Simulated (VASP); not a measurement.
Mn: relaxation of cell and atoms with PBEsol

Crystal: Mn.

```
CELL_PARAMETERS angstrom
0.00000 2.33246 2.33246
2.33246 0.00000 2.33246
2.33246 2.33246 0.00000
ATOMIC_POSITIONS crystal
Mn 0.00000 0.00000 0.00000
Mn 0.50000 0.50000 0.50000
```

```yaml
Program: VASP 6.6.1
Task: relaxation of cell and atoms
Functional: PBEsol
Potentials_or_basis: VASP PAW PBE potentials, release 64 (Mn_pv)
Cutoff: 600 eV
k_mesh: 12 × 12 × 12
Occupations: fermi-dirac, width 0.05 eV
Spin: collinear spin, antiferromagnetic start
Starting_moments: "[3.0, -3.0] μB"
Dipole_correction: no
Further_INCAR_settings: ALGO = Normal; EDIFF = 1e-06; IBRION = 2; EDIFFG = -0.01; NSW = 80; ISIF = 3
```

```
Relaxed volume                                        : 12.44 Å³/atom
Relaxed cell                                          : a = 3.277 Å, b = 3.277 Å, c = 3.277 Å, α = 60.00°, β = 60.00°, γ = 60.00°
Space group after relaxing (to 0.05 Å)                : Pm-3m (No. 221)
Energy gained by relaxing                             : 1.9 meV/atom
Ionic steps                                           : 3
Pressure after relaxing                               : 0.0 GPa
Band gap on the k mesh                                : zero (filled and empty bands overlap)
Net moment                                            : 0.00 μB per cell
Site moments                                          : Mn +2.04, -2.04 μB
Valence electrons inside the program's atomic spheres : Mn 11.93
```

The path:
```tsv
step	energy change (eV)	largest force (eV/Å)	pressure (GPa)	volume (Å³)
1	0.0000	0.0000	-2.43	25.38
2	-0.0031	0.0000	1.12	24.68
3	-0.0038	0.0000	0.02	24.89
```

Final structure:
```xyz
2
Lattice="0.0000 2.3172 2.3172 2.3172 0.0000 2.3172 2.3172 2.3172 0.0000" Properties=species:S:1:pos:R:3 pbc="T T T"
Mn    0.0000    0.0000    0.0000
Mn    2.3172    2.3172    2.3172
```

Levels at points of the mesh, in eV from the Fermi level:
Spin up:
```tsv
k point	band 11	band 12	band 13	band 14	band 15	band 16
(0.00, 0.00, 0.00)	-3.56	-3.56	1.62	1.62	1.62	2.78
(0.50, 0.00, 0.00)	-1.31	-1.31	-0.85	-0.85	0.60	0.65
(0.50, 0.50, 0.00)	-1.30	-1.23	-1.23	1.02	1.02	1.67
```
Spin down:
| k point | band 11 | band 12 | band 13 | band 14 | band 15 | band 16 |
| --- | --- | --- | --- | --- | --- | --- |
| (0.00, 0.00, 0.00) | -3.56 | -3.56 | 1.62 | 1.62 | 1.62 | 2.78 |
| (0.50, 0.00, 0.00) | -1.31 | -1.31 | -0.85 | -0.85 | 0.60 | 0.65 |
| (0.50, 0.50, 0.00) | -1.30 | -1.23 | -1.23 | 1.02 | 1.02 | 1.67 |

It took 2.7 min on 1 thread of Intel Xeon 6975P-C, on a shared host, peak memory 0.21 GiB.

Caveat: the PAW data sets were made with another functional, which shifts forces and pressure a little.
